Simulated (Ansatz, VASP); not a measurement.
SnO2: VASP beside Ansatz

File INCAR:

```
SYSTEM = SnO2
PREC     = Accurate       ! precision mode
ENCUT    = 520            ! plane-wave cutoff, eV
EDIFF    = 1E-7           ! SCF threshold, eV
ISMEAR   = 0              ! smearing method
SIGMA    = 0.05           ! smearing width, eV
LREAL    = .FALSE.        ! projectors in reciprocal space
LASPH    = .TRUE.         ! aspherical terms in the spheres
NELM     = 100            ! most SCF steps
ALGO     = Normal         ! electronic algorithm
ISIF     = 2              ! what is computed and relaxed
LWAVE    = .FALSE.        ! write WAVECAR
LCHARG   = .FALSE.        ! write CHGCAR
GGA      = PS             ! functional
IVDW     = 12             ! dispersion correction
NBANDS   = 35             ! bands
```

KPOINTS

```
Automatic mesh
0
G
  12 12 4
  0 0 0
```

POSCAR

```
SnO2
1.0
    3.2043189132      0.0000000000      0.0000000000
   -1.6021594566      2.7750215806      0.0000000000
    0.0000000000      0.0000000000     10.1973678110
Sn O
2 4
Direct
    0.0000000000      0.0000000000      0.5000000000
    0.0000000000      0.0000000000      0.0000000000
    0.6666666667      0.3333333333      0.4003665319
    0.6666666667      0.3333333333      0.0996334681
    0.3333333333      0.6666666667      0.5996334681
    0.3333333333      0.6666666667      0.9003665319
```

Input for Ansatz:

```yaml
crystal:
  lattice:
    - [3.2043189132, 0.0, 0.0]
    - [-1.6021594566, 2.7750215806, 0.0]
    - [0.0, 0.0, 10.197367811]
  atoms:
    - { symbol: Sn, position: [0.0, 0.0, 0.5] }
    - { symbol: Sn, position: [0.0, 0.0, 0.0] }
    - { symbol: O, position: [0.6666666667, 0.3333333333, 0.4003665319] }
    - { symbol: O, position: [0.6666666667, 0.3333333333, 0.0996334681] }
    - { symbol: O, position: [0.3333333333, 0.6666666667, 0.5996334681] }
    - { symbol: O, position: [0.3333333333, 0.6666666667, 0.9003665319] }
basis:
  ecutwfc: 520.0
kpoints:
  mp_grid: { grid: [12, 12, 4] }
hamiltonian:
  xc: pbesol
  pseudopotentials: { kind: paw, azcp: { folder: soft_1 } }
  dispersion: d3bj
scf:
  occupations: { method: gaussian, width: 0.05 }
output:
  forces: true
  stress: true
  eigenvalues: true
```

Change from the starting cell: mode 1 frozen in at +0.000 Å, equal normal strain along x, y and z +0.0083.

Alike in both runs: task single point; functional PBEsol; dispersion D3(BJ); k mesh 12 × 12 × 4; occupations gaussian, width 0.05 eV; no spin polarisation.

```csv
,VASP,Ansatz
version,VASP 6.6.1,Ansatz 0.2.0
potentials or method,"VASP PAW PBE potentials, release 64 (Sn_d, O), cutoff 520 eV","scalar-relativistic, plane waves, PAW"
valence electrons in the cell,52,52
```

VASP gave:

| Item | Value |
| --- | --- |
| gap on the k mesh at the Fermi level (eV) | 1.99 |
| least direct gap on the mesh (eV) | 2.36 |
| pressure (GPa) | -2.9 |
| traceless stress, the component that is largest in VASP (GPa) | 1.01 |
| rms of the force components (eV/Å) | 0.102 |

Question: Which values does Ansatz return?

Answer: gap on the k mesh at the Fermi level (eV): 2.01; least direct gap on the mesh (eV): 2.37; pressure (GPa): -3.5; traceless stress, the component that is largest in VASP (GPa): 1.40; rms of the force components (eV/Å): 0.130.

VASP's potentials were made for PBE, not for PBEsol, and Ansatz warns of the same on its side. Atom by atom the forces differ by 0.028 eV/Å (rms over components).
